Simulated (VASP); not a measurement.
A run of VASP 6.6.1:

INCAR

```
PREC = Accurate ; ENCUT = 520
EDIFF = 1E-6 ; ISMEAR = 0
SIGMA = 0.05 ; LREAL = F
LASPH = T ; NELM = 80
ALGO = Normal ; ISIF = 2
LWAVE = F ; LCHARG = F
GGA = PE ; NBANDS = 10
```

The input KPOINTS:

```
regular mesh
0
Gamma
  10 10 10
```

File POSCAR:

```
Cs
1.0
   -3.1256220817      3.1256220817      3.1256220817
    3.1256220817     -3.1256220817      3.1256220817
    3.1256220817      3.1256220817     -3.1256220817
Cs
1
Direct
    0.0000000000      0.0000000000      0.0000000000
```

Potentials or basis: VASP PAW PBE potentials, release 64 (Cs_sv).

Run with:

```sh
$ cat potpaw_PBE.64/Cs_sv/POTCAR > POTCAR
$ mpirun -np 1 vasp_std > vasp.out
```

Hardware: 1 thread of Intel(R) Xeon(R) 6975P-C (Granite Rapids), on a shared host.

Problem. Estimate the wall time of this run.

Solution. Wall time 13 s on 1 thread of Intel(R) Xeon(R) 6975P-C (Granite Rapids), on a shared host, peak memory 0.25 GiB. Counts: scf iterations 10, k points 47.
